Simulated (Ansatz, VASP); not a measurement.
# MoRu2: VASP beside Ansatz

```
CELL_PARAMETERS angstrom
0.00000 2.93826 2.93826
2.93826 0.00000 2.93826
2.93826 2.93826 0.00000
ATOMIC_POSITIONS crystal
Mo 0.00000 0.00000 0.00000
Ru 0.75000 0.75000 0.75000
Ru 0.25000 0.25000 0.25000
```

Change from the starting cell: species swapped into the Ag2S type (Fm-3m, No. 225).

Alike in both runs: functional PBE; k mesh 6 × 6 × 6; occupations gaussian, width 0.1 eV; no spin polarisation.

Ansatz relaxed the structure, and its values are those at the end. VASP's run is a single point on that final structure, the one shown.

```csv
,VASP,Ansatz
version,VASP 6.6.1,Ansatz 0.2.0
potentials or method,"VASP PAW PBE potentials, release 64 (Mo_sv, Ru_pv), cutoff 520 eV","scalar-relativistic, plane waves, PAW"
valence electrons in the cell,42,46
```

Ansatz gave:

```
gap on the k mesh at the Fermi level (eV) : none
pressure (GPa)                            : 0.3
```

**Question.** What did VASP give for the same quantities?

**Answer.** gap on the k mesh at the Fermi level (eV): none; pressure (GPa): 0.6.

A gap of «none» marks a metal or a gap that the smearing closes. VASP's potentials hold 42 valence electrons a cell and Ansatz's 46, so a difference there can come from the potentials and not from the codes.
